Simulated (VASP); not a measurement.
A run of VASP 6.6.1 is set up as follows.

Contents of INCAR:

```
SYSTEM = WC
PREC = Accurate ; ENCUT = 600
EDIFF = 1E-6 ; ISMEAR = -1
SIGMA = 0.15 ; LREAL = .False.
LASPH = .True. ; NELM = 80
ALGO = Normal ; ISIF = 3
LWAVE = .False. ; LCHARG = .False.
IBRION = 2 ; NSW = 80
EDIFFG = -0.001
```

Contents of KPOINTS:

```
Automatic mesh
0
Gamma
  15 15 12
  0 0 0
```

File POSCAR:

```
WC
1.0
    2.8842797635      0.0000000000      0.0000000000
   -1.4421398818      2.4978595469      0.0000000000
    0.0000000000      0.0000000000      2.8121000680
W C
1 1
Direct
    0.0000000000      0.0000000000      0.0000000000
    0.6666666667      0.3333333333      0.5000000000
```

Potentials or basis: VASP PAW LDA potentials, release 64 (W_sv, C).

Run with:

```bash
$ cat potpaw_LDA.64/W_sv/POTCAR potpaw_LDA.64/C/POTCAR > POTCAR
$ mpirun -np 1 vasp_std > vasp.out
```

Task: What does it give for the space group after relaxing (to 0.05 Å)?

Result: P-6m2 (No. 187).

Task: What does it give for the relaxed cell?

Result: a = 2.890 Å, b = 2.890 Å, c = 2.817 Å, α = 90.00°, β = 90.00°, γ = 120.00°.

Task: Predict the relaxed volume.

Result: 10.19 Å³/atom.

Task: Estimate the band gap on the k mesh.

Result: Zero (band 9 reaches 11.85 eV, above the bottom of band 10 at 10.61 eV).

Step by step:
```
step  energy change (eV)  largest force (eV/Å)  pressure (GPa)  volume (Å³)
   1              0.0000                0.0000            2.59        20.26
   2              0.0072                0.0000           -7.18        20.74
   3             -0.0010                0.0000           -0.01        20.38
   4             -0.0010                0.0000           -0.02        20.38
   5             -0.0007                0.0000            1.26        20.32
   6             -0.0010                0.0000            0.11        20.38
   7             -0.0010                0.0000            0.05        20.38
   8             -0.0010                0.0000            0.07        20.38
   9             -0.0010                0.0000            0.06        20.38
  10             -0.0010                0.0000            0.07        20.38
  11             -0.0010                0.0000            0.06        20.38
  12             -0.0010                0.0000            0.07        20.38
  13             -0.0010                0.0000            0.07        20.38
  14             -0.0010                0.0000           -0.10        20.39
  15             -0.0010                0.0000           -0.03        20.38
  16             -0.0010                0.0000           -0.03        20.38
  17             -0.0010                0.0000           -0.01        20.38
```

Caveat: spin-orbit coupling is left out, which moves the levels of the heavy elements.
